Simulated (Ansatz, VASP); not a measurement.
# LiCaF3: VASP beside Ansatz

```
CELL_PARAMETERS angstrom
3.83158 0.00000 0.00000
0.00000 3.69091 0.00000
0.00000 0.00000 3.76124
ATOMIC_POSITIONS crystal
Li 0.50000 0.50000 0.50000
Ca 0.00000 0.00000 0.00000
F 0.00000 0.50000 0.50000
F 0.50000 0.50000 0.00000
F 0.50000 0.00000 0.50000
```

Change from the starting cell: strain +0.0187 x Voigt [1, -1, 0, 0, 0, 0], atoms carried along.

Alike in both runs: task single point; functional PBE; k mesh 6 × 6 × 6; occupations gaussian, width 0.05 eV; no spin polarisation.

|  | VASP | Ansatz |
| --- | --- | --- |
| version | VASP 6.6.1 | Ansatz 0.2.0 |
| potentials or method | VASP PAW PBE potentials, release 64 (Li_sv, Ca_sv, F), cutoff 520 eV | scalar-relativistic, plane waves, PAW |
| valence electrons in the cell | 34 | 34 |

```csv
,VASP,Ansatz,Ansatz less VASP
gap on the k mesh at the Fermi level (eV),6.21,6.22,+0.007
least direct gap on the mesh (eV),6.42,6.43,+0.006
```

With one functional, cell and mesh, what is left measures potentials, basis and numerics.

Noted on VASP's run: the cutoff is under 1.25 times that of the potentials, so the pressure is a little rough.
